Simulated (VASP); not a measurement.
# AgI (F-43m) in VASP: notebook

The runs below take AgI through single point, relaxation of cell and atoms, with PBE.

Everything below comes from runs of VASP 6.6.1. Logs are shortened: lines on timing, memory, paths and dates and some standing lists are left out, and cuts for length are marked.

## Step 1: The cell of the first run

It takes space group F-43m (No. 216, cubic). Conventional cell: a = 6.651 Å, b = 6.651 Å, c = 6.651 Å, α = 90.00°, β = 90.00°, γ = 90.00°. Ag (site symmetry -43m) has 4 I at 2.88 Å within 3.8 Å. Within 3.8 Å of I (site symmetry -43m) lie 4 Ag at 2.88 Å.

## Step 2: Single point, PBE

The input, INCAR:

```
SYSTEM = AgI
PREC = Accurate
ENCUT = 500
EDIFF = 1E-6
ISMEAR = 0
SIGMA = 0.1
LREAL = .FALSE.
LASPH = .TRUE.
NELM = 120
ALGO = Normal
ISIF = 2
LWAVE = .FALSE.
LCHARG = .TRUE.
GGA = PE
LELF = .TRUE.
LVHAR = .TRUE.
NBANDS = 16
GGA_COMPAT = .FALSE.
```

The input, KPOINTS:

```
Automatic mesh
0
G
  6 6 6
  0 0 0
```

The input, POSCAR:

```
AgI
1.0
    0.0000000000      3.3255716000      3.3255716000
    3.3255716000      0.0000000000      3.3255716000
    3.3255716000      3.3255716000      0.0000000000
Ag I
1 1
Direct
    0.0000000000      0.0000000000      0.0000000000
    0.2500000000      0.2500000000      0.2500000000
```

Potentials or basis: VASP PAW PBE potentials, release 64 (Ag, I).

Command:

```
$ cat potpaw_PBE.64/Ag/POTCAR potpaw_PBE.64/I/POTCAR > POTCAR
$ mpirun -np 1 vasp_std > vasp.out
```

OUTCAR:

```text
SYSTEM = AgI
   PREC = Accurate
   ENCUT = 500
   EDIFF = 1E-6
   ISMEAR = 0
   LREAL = .FALSE.
   LASPH = .TRUE.
   NELM = 120
   ISIF = 2
   GGA = PE

 ion  position               nearest neighbor table
   1  0.000  0.000  0.000-   2 2.88   2 2.88   2 2.88   2 2.88
   2  0.250  0.250  0.250-   1 2.88   1 2.88   1 2.88   1 2.88

  LATTYP: Found a face centered cubic cell.
 ALAT       =     6.6511432000

  Lattice vectors:

 A1 = (   0.0000000000,   3.3255716000,   3.3255716000)
 A2 = (   3.3255716000,   0.0000000000,   3.3255716000)
 A3 = (   3.3255716000,   3.3255716000,   0.0000000000)

Analysis of symmetry for initial positions (statically):
=====================================================================
 Subroutine PRICEL returns:
 Original cell was already a primitive cell.

 Routine SETGRP: Setting up the symmetry group for a
 face centered cubic supercell.

 Subroutine GETGRP returns: Found 24 space group operations
 (whereof 24 operations were pure point group operations)
 out of a pool of 48 trial point group operations.

The static configuration has the point symmetry T_d .

Analysis of symmetry for dynamics (positions and initial velocities):
=====================================================================
 Subroutine PRICEL returns:
 Original cell was already a primitive cell.

 Routine SETGRP: Setting up the symmetry group for a
 face centered cubic supercell.

 Subroutine GETGRP returns: Found 24 space group operations
 (whereof 24 operations were pure point group operations)
 out of a pool of 48 trial point group operations.

The dynamic configuration has the point symmetry T_d .

 Subroutine INISYM returns: Found 24 space group operations
 (whereof 24 operations are pure point group operations),
 and found     1 'primitive' translations

----------------------------------------------------------------------------------------

                                     Primitive cell

  volume of cell :      73.5578

  direct lattice vectors                    reciprocal lattice vectors
     0.000000000  3.325571600  3.325571600    -0.150350093  0.150350093  0.150350093
     3.325571600  0.000000000  3.325571600     0.150350093 -0.150350093  0.150350093
     3.325571600  3.325571600  0.000000000     0.150350093  0.150350093 -0.150350093

  length of vectors
[... 71 lines left out ...]
   ENCUT  =  500.0 eV  36.75 Ry    6.06 a.u.   8.57  8.57  8.57*2*pi/ulx,y,z
   NELM   =    120;   NELMIN=  2; NELMDL= -5     # of ELM steps
   EDIFF  = 0.1E-05   stopping-criterion for ELM
   LREAL  =      F    real-space projection
   EDIFFG = 0.1E-04   stopping-criterion for IOM
   NSW    =      0    number of steps for IOM
   IBRION =     -1    ionic relax: 0-MD 1-quasi-New 2-CG
   NFREE  =      0    steps in history (QN), initial steepest desc. (CG)
   ISIF   =      2    stress and relaxation
   ISYM   =      2    0-nonsym 1-usesym 2-fastsym
   POTIM  = 0.5000    time-step for ionic-motion
   TEBEG  =    0.0;   TEEND  =   0.0 temperature during run
   PSTRESS=    0.0 pullay stress
   NELECT =      18.0000    total number of electrons
   NUPDOWN=      -1.0000    fix difference up-down
   EMIN   =  10.00;   EMAX   =-10.00  energy-range for DOS
   EFERMI =   0.00;   METHOD = LEGACY
   ISMEAR =     0;   SIGMA  =   0.10  broadening in eV -4-tet -1-fermi 0-gaus
   EFERMI_NEDOS =   21; number of points for ismear=-14 and -15
   IALGO  =     38    algorithm
   IMIX   =      4    mixing-type and parameters
     AMIX     =   0.40;   BMIX     =  1.00
     AMIX_MAG =   1.60;   BMIX_MAG =  1.00
  volume/ion in A,a.u.               =      36.78       248.20
  Fermi-wavevector in a.u.,A,eV,Ry     =   1.023975  1.935032 14.266047  1.048525
  Thomas-Fermi vector in A             =   2.157737
   LORBIT       =      0    0 simple, 1 ext, 2 COOP (PROOUT), +10 PAW based schemes
   GGA     = PE    functional components
   LHFCALC =     F    Hartree Fock is set to
   AEXX    =    0.0000 exact exchange contribution
   IVDW    =     0    specifies the selected vdW correction
   LEPSILON=     F    determine dielectric tensor
   LRPA    =     F    only Hartree local field effects (RPA)
 non-spin polarized calculation
 Gauss-broadening in eV      SIGMA  =   0.10
  energy-cutoff  :      500.00
  volume of cell :       73.56
 maximum number of plane-waves:      1893
 NGX is ok and might be reduce to    36
   NGX = 17   NGY = 17   NGZ = 17

 number of electron      18.0000004 magnetization

 Free energy of the ion-electron system (eV)
  ---------------------------------------------------
  ext. energy  EPLUGINS =         0.00000000
  ---------------------------------------------------
  free energy    TOTEN  =        -4.79050444 eV

  energy without entropy =       -4.79050444  energy(sigma->0) =       -4.79050444

 E-fermi :   2.8140     XC(G=0):  -8.1022

 val. band max:        2.3626875690   @ k =   0.0000   0.0000   0.0000
 cond. band min:       3.7083568024   @ k =   0.0000   0.0000   0.0000
 fundamental gap:      1.3456692334
 Fermi energy:         2.8139511690

 k-point     1 :       0.0000    0.0000    0.0000
  band No.  band energies     occupation
      1     -10.0631      2.00000
      2      -1.4469      2.00000
      3      -1.4469      2.00000
      4      -1.4469      2.00000
      5      -0.4193      2.00000
      6      -0.4193      2.00000
[... 281 lines left out ...]
      3      -1.0836      2.00000
      4      -0.9978      2.00000
      5      -0.4241      2.00000
      6      -0.2115      2.00000
[... 8 lines left out ...]
     15      13.6729      0.00000
     16      13.9128      0.00000

------------------------ aborting loop because EDIFF is reached ----------------------------------------

  FORCE on cell =-STRESS in cart. coord.  units (eV):
  Direction    XX          YY          ZZ          XY          YZ          ZX
  --------------------------------------------------------------------------------------
  -------------------------------------------------------------------------------------
  Total       -0.1345067     -0.1345067     -0.1345067      0.0000000      0.0000000      0.0000000
  in kB       -2.9297160     -2.9297160     -2.9297160      0.0000000      0.0000000      0.0000000
  external PRESSURE =      -2.9297160 kB  Pullay stress =       0.0000000 kB

 VOLUME and BASIS-vectors are now :
 -----------------------------------------------------------------------------
  energy-cutoff  :      500.00
  volume of cell :       73.56
      direct lattice vectors                 reciprocal lattice vectors
     0.000000000  3.325571600  3.325571600    -0.150350093  0.150350093  0.150350093
     3.325571600  0.000000000  3.325571600     0.150350093 -0.150350093  0.150350093
     3.325571600  3.325571600  0.000000000     0.150350093  0.150350093 -0.150350093

 POSITION                                       TOTAL-FORCE (eV/Angst)
 -----------------------------------------------------------------------------------
      0.00000      0.00000      0.00000         0.000000      0.000000      0.000000
      1.66279      1.66279      1.66279        -0.000000     -0.000000     -0.000000
 -----------------------------------------------------------------------------------
    total drift:                                0.000000      0.000000      0.000000

  FREE ENERGIE OF THE ION-ELECTRON SYSTEM (eV)
  ---------------------------------------------------
  free  energy   TOTEN  =        -4.7905044439 eV

  energy  without entropy=       -4.7905044439  energy(sigma->0) =       -4.79050444
```

OSZICAR:

```text
N       E                     dE             d eps       ncg     rms          rms(c)
DAV:   1     0.870800068292E+02    0.87080E+02   -0.76058E+03   536   0.917E+02
DAV:   2    -0.156757586113E+01   -0.88648E+02   -0.83492E+02   632   0.188E+02
DAV:   3    -0.481679195009E+01   -0.32492E+01   -0.32429E+01   648   0.367E+01
DAV:   4    -0.487051462823E+01   -0.53723E-01   -0.53720E-01   784   0.437E+00
DAV:   5    -0.487065664588E+01   -0.14202E-03   -0.14202E-03   672   0.221E-01    0.438E+00
DAV:   6    -0.479016141650E+01    0.80495E-01   -0.21428E-01   584   0.647E+00    0.336E+00
DAV:   7    -0.478973280375E+01    0.42861E-03   -0.43024E-02   560   0.121E+00    0.148E+00
DAV:   8    -0.479019985292E+01   -0.46705E-03   -0.27735E-03   608   0.471E-01    0.258E-01
DAV:   9    -0.479042450292E+01   -0.22465E-03   -0.43891E-04   632   0.244E-01    0.566E-02
DAV:  10    -0.479046427532E+01   -0.39772E-04   -0.29237E-05   624   0.560E-02    0.206E-02
DAV:  11    -0.479050474167E+01   -0.40466E-04   -0.51826E-05   568   0.503E-02    0.134E-02
DAV:  12    -0.479050444385E+01    0.29782E-06   -0.26177E-06   648   0.154E-02
   1 F= -.47905044E+01 E0= -.47905044E+01  d E =-.112245E-11
```

stdout:

```text
POSCAR found type information on POSCAR AgI
 POSCAR found :  2 types and       2 ions
 scaLAPACK will be used
 LDA part: xc-table for (Slater+PW92), standard interpolation
 POSCAR, INCAR and KPOINTS ok, starting setup
 FFT: planning ... GRIDC
 FFT: planning ... GRID_SOFT
 FFT: planning ... GRID
 WAVECAR not read
 entering main loop
```

Run time: 18 s. Hardware: 1 thread of Intel Xeon Platinum 8375C at 2.90GHz (Ice Lake), shared host; peak memory 0.2 GiB.

What came out:

```yaml
Free_energy: -4.7905 eV
Pressure: -0.3 GPa
Band_gap_on_the_k_mesh: 1.35 eV, direct
```

Caveat: spin-orbit coupling is left out, which moves the levels of the heavy elements.

## Step 3: Single point, PBE

This run uses another cell than the first one, of 36.42 Å³/atom, 0.990 times its volume.

The input, INCAR:

```
SYSTEM = AgI
PREC = Accurate
ENCUT = 500
EDIFF = 1E-6
ISMEAR = 0
SIGMA = 0.02
LREAL = .False.
LASPH = .True.
NELM = 120
ALGO = Normal
ISIF = 2
LWAVE = .False.
LCHARG = .False.
GGA = PE
NBANDS = 16
GGA_COMPAT = .False.
```

The input, KPOINTS:

```
Automatic mesh
0
Gamma
  8 8 8
  0 0 0
```

The input, POSCAR:

```
AgI
1.0
    0.0000000000      3.3148340158      3.3148340158
    3.3148340158      0.0000000000      3.3148340158
    3.3148340158      3.3148340158      0.0000000000
Ag I
1 1
Direct
    0.0000000000      0.0000000000      0.0000000000
    0.2500000000      0.2500000000      0.2500000000
```

Potentials or basis: VASP PAW PBE potentials, release 64 (Ag, I).

Command:

```
$ cat potpaw_PBE.64/Ag/POTCAR potpaw_PBE.64/I/POTCAR > POTCAR
$ mpirun -np 1 vasp_std > vasp.out
```

Run time: 26 s. Hardware: 1 thread of Intel Xeon Platinum 8375C at 2.90GHz (Ice Lake), shared host; peak memory 0.21 GiB.

It converged, with:

- Free energy: -4.7921 eV
- Pressure: -0.1 GPa
- Band gap on the k mesh: 1.35 eV, direct

Levels at points of the mesh, in eV from the valence-band top:
| k point | band 7 | band 8 | band 9 | band 10 | band 11 | band 12 |
| --- | --- | --- | --- | --- | --- | --- |
| (0.00, 0.00, 0.00) | 0.00 | 0.00 | 0.00 | 1.35 | 5.85 | 5.85 |
| (0.50, 0.00, 0.00) | -2.70 | -0.64 | -0.64 | 2.79 | 6.31 | 6.31 |
| (0.50, 0.50, 0.00) | -2.38 | -1.59 | -1.59 | 3.79 | 3.86 | 8.31 |

Caveat: spin-orbit coupling is left out, which moves the levels of the heavy elements. As with any semilocal functional, this PBE gap is likely too small.

## Step 4: Relaxation of cell and atoms, PBE

The input, INCAR:

```
ALGO     = Normal         # electronic algorithm
EDIFF    = 1E-7           # SCF threshold, eV
EDIFFG   = -0.01          # ionic threshold
ENCUT    = 500            # plane-wave cutoff, eV
GGA      = PE             # functional
GGA_COMPAT= False        
IBRION   = 2              # ionic algorithm
ISIF     = 3              # what is computed and relaxed
ISMEAR   = 0              # smearing method
LASPH    = True           # aspherical terms in the spheres
LCHARG   = False          # write CHGCAR
LREAL    = False          # projectors in reciprocal space
LWAVE    = False          # write WAVECAR
NELM     = 120            # most SCF steps
NELMIN   = 4            
NSW      = 80             # ionic steps
PREC     = Accurate       # precision mode
SIGMA    = 0.02           # smearing width, eV
```

The input, KPOINTS:

```
k-points
0
Gamma
  8 8 8
```

The input, POSCAR:

```
AgI
1.0
    0.0000000000      3.3255716000      3.3255716000
    3.3255716000      0.0000000000      3.3255716000
    3.3255716000      3.3255716000      0.0000000000
Ag I
1 1
Direct
    0.0000000000      0.0000000000      0.0000000000
    0.2500000000      0.2500000000      0.2500000000
```

Command:

```
$ cat potpaw_PBE.64/Ag/POTCAR potpaw_PBE.64/I/POTCAR > POTCAR
$ mpirun -np 1 vasp_std > vasp.out
```

It took 56 s on 1 thread of Intel Xeon Platinum 8375C at 2.90GHz (Ice Lake), shared host; peak memory 0.23 GiB.

The run converged. Its results:

- Free energy: -4.7922 eV
- Relaxed volume: 36.34 Å³/atom
- Relaxed cell: a = 4.684 Å, b = 4.684 Å, c = 4.684 Å, α = 60.00°, β = 60.00°, γ = 60.00°
- Space group after relaxing (to 0.05 Å): F-43m (No. 216)
- Energy gained by relaxing: 0.4 meV/atom
- Ionic steps: 3
- Pressure after relaxing: 0.0 GPa
- Band gap on the k mesh: 1.34 eV, direct

The path:
```
step  energy change (eV)  largest force (eV/Å)  pressure (GPa)  volume (Å³)
   1              0.0000                0.0000           -0.31        73.56
   2             -0.0009                0.0000           -0.05        72.81
   3             -0.0009                0.0000           -0.01        72.68
```

Final structure:
```yaml
crystal:
  lattice:
    - [0.00000, 3.31225, 3.31225]
    - [3.31225, 0.00000, 3.31225]
    - [3.31225, 3.31225, 0.00000]
  atoms:
    - { symbol: Ag, position: [0.00000, 0.00000, 0.00000] }
    - { symbol: I, position: [0.25000, 0.25000, 0.25000] }
```

Levels at points of the mesh, in eV from the valence-band top:
| k point | band 5 | band 6 | band 7 | band 8 | band 9 | band 10 | band 11 | band 12 | band 13 |
| --- | --- | --- | --- | --- | --- | --- | --- | --- | --- |
| (0.00, 0.00, 0.00) | -2.83 | -2.83 | 0.00 | 0.00 | 0.00 | 1.35 | 5.85 | 5.85 | 5.85 |
| (0.50, 0.00, 0.00) | -2.80 | -2.80 | -2.70 | -0.64 | -0.64 | 2.79 | 6.31 | 6.31 | 7.11 |
| (0.50, 0.50, 0.00) | -2.75 | -2.72 | -2.39 | -1.60 | -1.60 | 3.78 | 3.86 | 8.31 | 9.44 |

Caveat: spin-orbit coupling is left out, which moves the levels of the heavy elements. A hybrid or GW would open this gap; PBE tends to underestimate it.

## Step 5: Overview

| task | cell | k mesh | smearing | gap on the mesh (eV) | pressure (GPa) |
| --- | --- | --- | --- | --- | --- |
| single point | a = 4.703 Å, angles 60.0°, 2 atoms | 6 × 6 × 6 | gaussian 0.1 eV | 1.35 | -0.3 |
| single point | a = 4.688 Å, angles 60.0°, 2 atoms | 8 × 8 × 8 | gaussian 0.02 eV | 1.35 | -0.1 |
| relaxation of cell and atoms | relaxed from a = 4.703 Å, angles 60.0°, 2 atoms | 8 × 8 × 8 | gaussian 0.02 eV | 1.34 | 0.0 |

Alike in all rows: level PBE; potentials or basis VASP PAW PBE potentials, release 64 (Ag, I); no spin polarisation; cutoff (eV) 500.

Caveats: spin-orbit coupling is left out, which moves the levels of the heavy elements.

Total energies depend on the potentials used, so only differences within one code and one set of settings carry meaning.
